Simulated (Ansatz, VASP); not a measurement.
## ZnS: VASP beside Ansatz

```
Zn S
1.0
     5.44313    0.00000    0.00000
     0.00000   -5.44313    0.00000
     0.00000    0.00000   -5.44313
Zn S
4 4
Direct
  0.95323 0.95323 0.00000
  0.50000 0.50000 0.00000
  0.50000 0.00000 0.50000
  0.00000 0.50000 0.50000
  0.75000 0.75000 0.75000
  0.25000 0.25000 0.75000
  0.25000 0.75000 0.25000
  0.75000 0.25000 0.25000
```

Alike in both runs: task single point; functional PBE; k mesh 6 × 6 × 6; occupations gaussian, width 0.05 eV; no spin polarisation.

|  | VASP | Ansatz |
| --- | --- | --- |
| version | VASP 6.6.1 | Ansatz 0.2.0 |
| potentials or method | VASP PAW PBE potentials, release 64 (Zn, S), cutoff 520 eV | scalar-relativistic, plane waves, PAW |
| valence electrons in the cell | 72 | 72 |

Ansatz gave:

```
gap on the k mesh at the Fermi level (eV)                     : 1.88
least direct gap on the mesh (eV)                             : 1.88
pressure (GPa)                                                : 1.2
traceless stress, the component that is largest in VASP (GPa) : -1.62
rms of the force components (eV/Å)                            : 0.823
```

Question: What did VASP give for the same quantities?

Answer: gap on the k mesh at the Fermi level (eV): 1.89; least direct gap on the mesh (eV): 1.89; pressure (GPa): 1.3; traceless stress, the component that is largest in VASP (GPa): -1.64; rms of the force components (eV/Å): 0.828.

Atom by atom the forces differ by 0.006 eV/Å (rms over components).
